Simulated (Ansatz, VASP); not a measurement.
## Two plane-wave programs on TiAl30

```
Al Ti
1.0
     8.10000    0.00000    0.00000
     0.00000    8.10000    0.00000
     0.00000    0.00000    8.10000
Al Ti
30 1
Direct
  0.49942 0.00000 0.00285
  0.75029 0.25335 0.99874
  0.75191 0.00000 0.25089
  0.99686 0.00000 0.99686
  0.24446 0.25504 0.99758
  0.50193 0.50000 0.00162
  0.75029 0.74665 0.99874
  0.50008 0.25141 0.25031
  0.74946 0.50000 0.24901
  0.75219 0.25367 0.50237
  0.75318 0.00000 0.75318
  0.99593 0.50000 0.99593
  0.24446 0.74496 0.99758
  0.99758 0.25504 0.24446
  0.24825 0.50000 0.24825
  0.50008 0.74859 0.25031
  0.00285 0.00000 0.49942
  0.25031 0.25141 0.50008
  0.50042 0.50000 0.50042
  0.75219 0.74633 0.50237
  0.25089 0.00000 0.75191
  0.50237 0.25367 0.75219
  0.74922 0.50000 0.74922
  0.99758 0.74496 0.24446
  0.00162 0.50000 0.50193
  0.25031 0.74859 0.50008
  0.99874 0.25335 0.75029
  0.24901 0.50000 0.74946
  0.50237 0.74633 0.75219
  0.99874 0.74665 0.75029
  0.50700 0.00000 0.50700
```

Alike in both runs: functional r2SCAN; k mesh 2 × 2 × 2; occupations gaussian, width 0.15 eV; no spin polarisation.

Ansatz relaxed the structure, and its values are those at the end. VASP's run is a single point on that final structure, the one shown.

|  | VASP | Ansatz |
| --- | --- | --- |
| version | VASP 6.6.1 | Ansatz 0.2.0 |
| potentials or method | VASP PAW PBE potentials, release 64 (Al, Ti_sv), cutoff 520 eV | scalar-relativistic, plane waves, PAW |
| valence electrons in the cell | 102 | 102 |

|  | VASP | Ansatz | Ansatz less VASP |
| --- | --- | --- | --- |
| rms of the force components (eV/Å) | 0.005 | 0.004 | -0.0012 |

VASP's potentials were made for PBE, not for r2SCAN.

The k mesh is coarse, so the values compare programs but aren't converged.
